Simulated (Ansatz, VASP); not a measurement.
Two plane-wave programs on WS2

```xyz
3
Lattice="3.1835 0.0000 0.0000 -1.5918 2.7570 0.0000 0.0000 0.0000 16.9506" Properties=species:S:1:pos:R:3 pbc="T T T"
W     0.0000    1.8380    0.0000
S     1.3796    0.7069   15.0911
S     1.5918    0.9190    1.5595
```

Alike in both runs: task single point; functional LDA; k mesh 12 × 12 × 2; occupations gaussian, width 0.05 eV; no spin polarisation.

|  | VASP | Ansatz |
| --- | --- | --- |
| version | VASP 6.6.1 | Ansatz 0.2.0 |
| potentials or method | VASP PAW LDA potentials, release 64 (W_sv, S), cutoff 500 eV | scalar-relativistic, plane waves, PAW |
| valence electrons in the cell | 26 | 26 |

```tsv
	VASP	Ansatz	Ansatz less VASP
gap on the k mesh at the Fermi level (eV)	1.26	1.25	-0.003
least direct gap on the mesh (eV)	1.76	1.75	-0.004
rms of the force components (eV/Å)	1.637	1.642	+0.0053
```

LDA's correlation is that of Perdew and Zunger in VASP and of Perdew and Wang (1992) in Ansatz. Atom by atom the forces differ by 0.019 eV/Å (rms over components).

Spin-orbit coupling is off throughout.
